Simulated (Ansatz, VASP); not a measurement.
LiZn3F2: VASP beside Ansatz

```
Li Zn F
1.0
     3.87731    2.23857    2.14933
    -3.87731    2.23857    2.14933
     0.00000   -4.47714    2.14933
Li Zn F
1 3 2
Cartesian
  0.0000 0.0000 0.0000
  0.0000 2.2386 2.1493
  1.9387 -1.1193 2.1493
  -1.9387 -1.1193 2.1493
  0.0000 0.0000 4.7502
  0.0000 0.0000 1.6978
```

Alike in both runs: functional PBE; k mesh 6 × 6 × 6; occupations gaussian, width 0.1 eV; no spin polarisation.

Ansatz relaxed the structure, and its values are those at the end. VASP's run is a single point on that final structure, the one shown.

|  | VASP | Ansatz |
| --- | --- | --- |
| version | VASP 6.6.1 | Ansatz 0.2.0 |
| potentials or method | VASP PAW PBE potentials, release 64 (Li_sv, Zn, F), cutoff 520 eV | scalar-relativistic, plane waves, PAW |
| valence electrons in the cell | 53 | 53 |

```tsv
	VASP	Ansatz	Ansatz less VASP
gap on the k mesh at the Fermi level (eV)	none	none	-
rms of the force components (eV/Å)	0.010	0.010	+0.0005
```

A gap of «none» marks a metal or a gap that the smearing closes.

Noted on VASP's run: the cutoff is under 1.25 times that of the potentials, so the pressure is a little rough.
